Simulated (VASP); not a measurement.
# HgTe (Cmcm) in VASP: a series of runs

Runs on HgTe. Level: r2SCAN+D3(BJ). Tasks: single point.

All numbers are computed with VASP 6.6.1; they aren't measurements. Logs are shortened: lines on timing, memory, paths and dates and some standing lists are left out, and cuts for length are marked.

## Step 1: The cell of the first run

Symmetry: Cmcm, No. 63, orthorhombic system. The conventional cell has a = 6.064 Å, b = 7.025 Å, c = 5.874 Å, α = 90.00°, β = 90.00°, γ = 90.00°. Hg (site symmetry m2m) has 6 Te at 3.06 to 3.92 Å and 2 Hg at 3.67 Å within 4.0 Å. Te (site symmetry m2m) has 6 Hg at 3.06 to 3.92 Å within 4.0 Å.

## Step 2: Single point, r2SCAN+D3(BJ)

Input file POSCAR:

```
HgTe
1.0
    3.0318977528     -3.5125517187      0.0000000000
    3.0318977528      3.5125517187      0.0000000000
    0.0000000000      0.0000000000      5.8744572894
Hg Te
2 2
Direct
    0.3430500000      0.6569500000      0.7500000000
    0.6569500000      0.3430500000      0.2500000000
    0.7848090000      0.2151910000      0.7500000000
    0.2151910000      0.7848090000      0.2500000000
```

Input file INCAR.step1:

```
SYSTEM = HgTe
PREC = Accurate
ENCUT = 520
ISMEAR = -1
SIGMA = 0.05
LREAL = .FALSE.
LASPH = .TRUE.
NELM = 60
NBANDS = 26
GGA = PE
ALGO = Normal
EDIFF = 1E-4
LWAVE = .TRUE.
LCHARG = .FALSE.
```

Input file INCAR.step2:

```
SYSTEM = HgTe
PREC = Accurate
ENCUT = 520
EDIFF = 1E-7
ISMEAR = -1
SIGMA = 0.05
LREAL = .FALSE.
LASPH = .TRUE.
NELM = 60
ALGO = Normal
ISIF = 2
LWAVE = .FALSE.
LCHARG = .FALSE.
METAGGA = R2SCAN
LMIXTAU = .TRUE.
IVDW = 12
VDW_S6 = 1.0
VDW_S8 = 0.78981345
VDW_A1 = 0.49484001
VDW_A2 = 5.73083694
NBANDS = 26
ISTART = 1
```

Input file KPOINTS:

```
Automatic mesh
0
G
  4 4 4
  0 0 0
```

Potentials or basis: VASP PAW PBE potentials, release 64 (Hg, Te).

Command:

```console
> cat potpaw_PBE.64/Hg/POTCAR potpaw_PBE.64/Te/POTCAR > POTCAR
> cp INCAR.step1 INCAR
> mpirun -np 1 vasp_std > vasp.out
> cp INCAR.step2 INCAR
> mpirun -np 1 vasp_std > vasp.out
```

OUTCAR:

```text
SYSTEM = HgTe
   PREC = Accurate
   ENCUT = 520
   EDIFF = 1E-7
   ISMEAR = -1
   LREAL = .FALSE.
   LASPH = .TRUE.
   NELM = 60
   ISIF = 2
   METAGGA = R2SCAN
   IVDW = 12
   ISTART = 1
 IVDW          = 12

 ion  position               nearest neighbor table
   1  0.343  0.657  0.750-   3 3.06   3 3.06   4 3.07   4 3.07   3 3.10   2 3.67   2 3.67
   2  0.657  0.343  0.250-   4 3.06   4 3.06   3 3.07   3 3.07   4 3.10   1 3.67   1 3.67
   3  0.785  0.215  0.750-   1 3.06   1 3.06   2 3.07   2 3.07   1 3.10
   4  0.215  0.785  0.250-   2 3.06   2 3.06   1 3.07   1 3.07   2 3.10

  LATTYP: Found a base centered orthorhombic cell.
 ALAT       =     6.0637955056
 B/A-ratio  =     1.1585323797
 C/A-ratio  =     0.9687756264

  Lattice vectors:

 A1 = (   3.0318977528,  -3.5125517187,   0.0000000000)
 A2 = (   3.0318977528,   3.5125517187,   0.0000000000)
 A3 = (   0.0000000000,   0.0000000000,   5.8744572894)

Analysis of symmetry for initial positions (statically):
=====================================================================
 Subroutine PRICEL returns:
 Original cell was already a primitive cell.

 Routine SETGRP: Setting up the symmetry group for a
 base centered orthorhombic supercell.

 Subroutine GETGRP returns: Found  8 space group operations
 (whereof  4 operations were pure point group operations)
 out of a pool of  8 trial point group operations.

The static configuration has the point symmetry C_2h.
 The point group associated with its full space group is D_2h.

Analysis of symmetry for dynamics (positions and initial velocities):
=====================================================================
 Subroutine PRICEL returns:
 Original cell was already a primitive cell.

 Routine SETGRP: Setting up the symmetry group for a
 base centered orthorhombic supercell.

 Subroutine GETGRP returns: Found  8 space group operations
 (whereof  4 operations were pure point group operations)
 out of a pool of  8 trial point group operations.

The dynamic configuration has the point symmetry C_2h.
 The point group associated with its full space group is D_2h.

 Subroutine INISYM returns: Found  8 space group operations
 (whereof  4 operations are pure point group operations),
 and found     1 'primitive' translations

----------------------------------------------------------------------------------------

                                     Primitive cell

  volume of cell :     125.1224

  direct lattice vectors                    reciprocal lattice vectors
     3.031897753 -3.512551719  0.000000000     0.164913213 -0.142346659  0.000000000
     3.031897753  3.512551719  0.000000000     0.164913213  0.142346659  0.000000000
     0.000000000  0.000000000  5.874457289     0.000000000  0.000000000  0.170228491

  length of vectors
     4.640088745  4.640088745  5.874457289     0.217850726  0.217850726  0.170228491

  position of ions in fractional coordinates (direct lattice)
     0.343050000  0.656950000  0.750000000
     0.656950000  0.343050000  0.250000000
     0.784809000  0.215191000  0.750000000
     0.215191000  0.784809000  0.250000000

  ion indices of the primitive-cell ions
   primitive index   ion index
                 1           1
                 2           2
                 3           3
                 4           4

----------------------------------------------------------------------------------------

 KPOINTS: Automatic mesh

Automatic generation of k-mesh.
 Grid dimensions read from file:
 generate k-points for:    4    4    4

 Generating k-lattice:

  Cartesian coordinates                     Fractional coordinates (reciprocal lattice)
     0.041228303 -0.035586665  0.000000000     0.250000000  0.000000000  0.000000000
     0.041228303  0.035586665  0.000000000     0.000000000  0.250000000  0.000000000
     0.000000000  0.000000000  0.042557123     0.000000000  0.000000000  0.250000000

  Length of vectors
     0.054462682  0.054462682  0.042557123

  Shift w.r.t. Gamma in fractional coordinates (k-lattice)
     0.000000000  0.000000000  0.000000000

 Subroutine IBZKPT returns following result:
 ===========================================

 Found     21 irreducible k-points:

 Following reciprocal coordinates:
            Coordinates               Weight
  0.000000  0.000000  0.000000      1.000000
  0.250000 -0.000000  0.000000      4.000000
  0.500000 -0.000000  0.000000      2.000000
  0.250000  0.250000  0.000000      2.000000
  0.500000  0.250000  0.000000      4.000000
 -0.250000  0.250000  0.000000      2.000000
[... 13 lines left out ...]
 -0.250000  0.250000  0.500000      2.000000
  0.500000  0.500000  0.500000      1.000000
   k-points           NKPTS =     21   k-points in BZ     NKDIM =     21   number of bands    NBANDS=     26
   number of dos      NEDOS =    301   number of ions     NIONS =      4
   total plane-waves  NPLWV =  62208
   dimension x,y,z NGX =    36 NGY =   36 NGZ =   48
   dimension x,y,z NGXF=    72 NGYF=   72 NGZF=   96
   ions per type =               2   2
   NGX,Y,Z   is equivalent  to a cutoff of  12.90, 12.90, 13.58 a.u.
   NGXF,Y,Z  is equivalent  to a cutoff of  25.80, 25.80, 27.17 a.u.
 SYSTEM =  HgTe
   PREC   = accura    normal or accurate (medium, high low for compatibility)
   ISTART =      1    job   : 0-new  1-cont  2-samecut
   ICHARG =      0    charge: 1-file 2-atom 10-const
   ISPIN  =      1    spin polarized calculation?
   LNONCOLLINEAR =      F non collinear calculations
   LSORBIT =      F    spin-orbit coupling
   LASPH  =      T    aspherical Exc in radial PAW
   ENCUT  =  520.0 eV  38.22 Ry    6.18 a.u.   8.63  8.63 10.92*2*pi/ulx,y,z
   NELM   =     60;   NELMIN=  2; NELMDL=  0     # of ELM steps
   EDIFF  = 0.1E-06   stopping-criterion for ELM
   LREAL  =      F    real-space projection
   EDIFFG = 0.1E-05   stopping-criterion for IOM
   NSW    =      0    number of steps for IOM
   IBRION =     -1    ionic relax: 0-MD 1-quasi-New 2-CG
   NFREE  =      0    steps in history (QN), initial steepest desc. (CG)
   ISIF   =      2    stress and relaxation
   ISYM   =      2    0-nonsym 1-usesym 2-fastsym
   POTIM  = 0.5000    time-step for ionic-motion
   TEBEG  =    0.0;   TEEND  =   0.0 temperature during run
   PSTRESS=    0.0 pullay stress
   NELECT =      36.0000    total number of electrons
   NUPDOWN=      -1.0000    fix difference up-down
   EMIN   =  10.00;   EMAX   =-10.00  energy-range for DOS
   EFERMI =   0.00;   METHOD = LEGACY
   ISMEAR =    -1;   SIGMA  =   0.05  broadening in eV -4-tet -1-fermi 0-gaus
   EFERMI_NEDOS =   21; number of points for ismear=-14 and -15
   IALGO  =     38    algorithm
   IMIX   =      4    mixing-type and parameters
     AMIX     =   0.40;   BMIX     =  1.00
     AMIX_MAG =   1.60;   BMIX_MAG =  1.00
  volume/ion in A,a.u.               =      31.28       211.09
  Fermi-wavevector in a.u.,A,eV,Ry     =   1.080763  2.042347 15.892281  1.168050
  Thomas-Fermi vector in A             =   2.216763
   LORBIT       =      0    0 simple, 1 ext, 2 COOP (PROOUT), +10 PAW based schemes
   METAGGA = R2SCAN    functional components
   LHFCALC =     F    Hartree Fock is set to
   AEXX    =    0.0000 exact exchange contribution
   IVDW    =    12    specifies the selected vdW correction
   LEPSILON=     F    determine dielectric tensor
   LRPA    =     F    only Hartree local field effects (RPA)
 non-spin polarized calculation
  energy-cutoff  :      520.00
  volume of cell :      125.12
 maximum number of plane-waves:      3394
 NGX is ok and might be reduce to    36
   NGX = 17   NGY = 17   NGZ = 21

 number of electron      35.9999996 magnetization

 Free energy of the ion-electron system (eV)
  ---------------------------------------------------
  ext. energy  EPLUGINS =         0.00000000
  ---------------------------------------------------
  free energy    TOTEN  =      -149.59048021 eV

  energy without entropy =     -149.58202048  energy(sigma->0) =     -149.58625034

 E-fermi :   3.3098     XC(G=0):  -9.8988

 val. band max:        3.1828692305   @ k =   0.2500  -0.0000   0.2500
 cond. band min:       3.4306945057   @ k =   0.2500  -0.0000   0.0000
 fundamental gap:      0.2478252753
 Fermi energy:         3.3098233332

 k-point     1 :       0.0000    0.0000    0.0000
  band No.  band energies     occupation
      1      -8.6916      2.00000
      2      -7.6483      2.00000
      3      -3.7069      2.00000
      4      -3.6222      2.00000
      5      -3.6088      2.00000
      6      -3.5411      2.00000
[... 18 lines left out ...]
     25      10.7033      0.00000
     26      10.9622      0.00000

 k-point     2 :       0.2500   -0.0000    0.0000
  band No.  band energies     occupation
      1      -8.4249      2.00000
      2      -7.6285      2.00000
      3      -3.8061      2.00000
      4      -3.6990      2.00000
      5      -3.6365      2.00000
      6      -3.5408      2.00000
[... 18 lines left out ...]
     25      10.5377      0.00000
     26      10.7398      0.00000

 k-point     3 :       0.5000   -0.0000    0.0000
  band No.  band energies     occupation
      1      -7.9147      2.00000
      2      -7.8311      2.00000
      3      -3.8661      2.00000
      4      -3.7625      2.00000
      5      -3.6591      2.00000
      6      -3.6453      2.00000
[... 18 lines left out ...]
     25       9.1546      0.00000
     26      10.3465      0.00000

 k-point     4 :       0.2500    0.2500    0.0000
  band No.  band energies     occupation
      1      -8.1186      2.00000
      2      -7.6641      2.00000
      3      -3.8438      2.00000
      4      -3.7745      2.00000
      5      -3.6854      2.00000
      6      -3.5026      2.00000
[... 18 lines left out ...]
     25       9.8490      0.00000
     26      11.3110      0.00000
[... 409 lines left out ...]
      1      -7.7223      2.00000
      2      -7.7223      2.00000
      3      -3.8349      2.00000
      4      -3.8349      2.00000
      5      -3.6198      2.00000
      6      -3.6198      2.00000
[... 18 lines left out ...]
     25      10.5682      0.00000
     26      10.5682      0.00000

 k-point    20 :      -0.2500    0.2500    0.5000
  band No.  band energies     occupation
      1      -7.8927      2.00000
      2      -7.8927      2.00000
      3      -3.8035      2.00000
      4      -3.8035      2.00000
      5      -3.5765      2.00000
      6      -3.5765      2.00000
[... 18 lines left out ...]
     25       9.9709      0.00000
     26       9.9709      0.00000

 k-point    21 :       0.5000    0.5000    0.5000
  band No.  band energies     occupation
      1      -7.7384      2.00000
      2      -7.7384      2.00000
      3      -3.8182      2.00000
      4      -3.8182      2.00000
      5      -3.5067      2.00000
      6      -3.5067      2.00000
[... 18 lines left out ...]
     25      10.9082      0.00000
     26      10.9082      0.00000

------------------------ aborting loop because EDIFF is reached ----------------------------------------

 Edisp (eV)   -0.74716

 E8    (eV) :    -0.2685

  FORCE on cell =-STRESS in cart. coord.  units (eV):
  Direction    XX          YY          ZZ          XY          YZ          ZX
  --------------------------------------------------------------------------------------
  -------------------------------------------------------------------------------------
  Total      -3.11165    -2.10592    -3.29350     0.00000     0.00000     0.00000
  in kB     -39.84434   -26.96605   -42.17289     0.00000     0.00000     0.00000
  external pressure =      -36.33 kB  Pullay stress =        0.00 kB

 VOLUME and BASIS-vectors are now :
 -----------------------------------------------------------------------------
  energy-cutoff  :      520.00
  volume of cell :      125.12
      direct lattice vectors                 reciprocal lattice vectors
     3.031897753 -3.512551719  0.000000000     0.164913213 -0.142346659  0.000000000
     3.031897753  3.512551719  0.000000000     0.164913213  0.142346659  0.000000000
     0.000000000  0.000000000  5.874457289     0.000000000  0.000000000  0.170228491

 POSITION                                       TOTAL-FORCE (eV/Angst)
 -----------------------------------------------------------------------------------
      3.03190      1.10259      4.40584         0.000000     -0.014580      0.000000
      3.03190     -1.10259      1.46861         0.000000      0.014580     -0.000000
      3.03190     -2.00081      4.40584         0.000000      0.202314      0.000000
      3.03190      2.00081      1.46861         0.000000     -0.202314      0.000000
 -----------------------------------------------------------------------------------
    total drift:                               -0.000000      0.000000     -0.000000

  FREE ENERGIE OF THE ION-ELECTRON SYSTEM (eV)
  ---------------------------------------------------
  free  energy   TOTEN  =      -150.3376370574 eV

  energy  without entropy=     -150.3291773227  energy(sigma->0) =     -150.33340719
```

It took 2.8 min on 1 thread of Intel Xeon 6975P-C, shared host; peak memory 0.29 GiB.

What came out:

```
Free energy                : -150.3376 eV
Pressure                   : -3.6 GPa
Largest force              : 0.202 eV/Å
Band gap on the k mesh     : zero (band 18 reaches 3.58 eV, above the bottom of band 19 at 1.72 eV)
Dispersion energy per atom : -0.187 eV
```

Forces in eV/Å, atoms in the order of the input:
```
Hg   0.000 -0.015  0.000
Hg   0.000  0.015  0.000
Te   0.000  0.202  0.000
Te   0.000 -0.202  0.000
```

Stress tensor (GPa, compression positive):
```
-3.98  0.00  0.00
 0.00 -2.70  0.00
 0.00  0.00 -4.22
```

Levels at points of the mesh, in eV from the Fermi level:
```
           k point  band 15  band 16  band 17  band 18  band 19  band 20  band 21  band 22
(0.00, 0.00, 0.00)    -2.52    -2.48    -1.01    -0.43    -0.31    -0.17     4.48     5.48
(0.50, 0.00, 0.00)    -2.31    -1.91    -0.90    -0.53     1.54     2.55     3.25     4.85
(0.50, 0.50, 0.00)    -2.05    -1.89    -1.72    -1.70    -1.59    -1.32     3.66     5.70
(0.00, 0.00, 0.50)    -1.79    -1.79    -1.23    -1.23     1.48     1.48     5.19     5.19
(0.50, 0.00, 0.50)    -0.92    -0.92     0.18     0.18     2.14     2.14     4.11     4.11
(0.50, 0.50, 0.50)    -2.99    -2.99    -2.86    -2.86     2.10     2.10     5.92     5.92
```

Caveat: three body term missing; the PAW data sets were made with another functional, which shifts forces and pressure a little; spin-orbit coupling is left out, which moves the levels of the heavy elements; pairwise dispersion overbinds metals, which lowers pressure and volume.

(Part 1 of 2 ends here.)
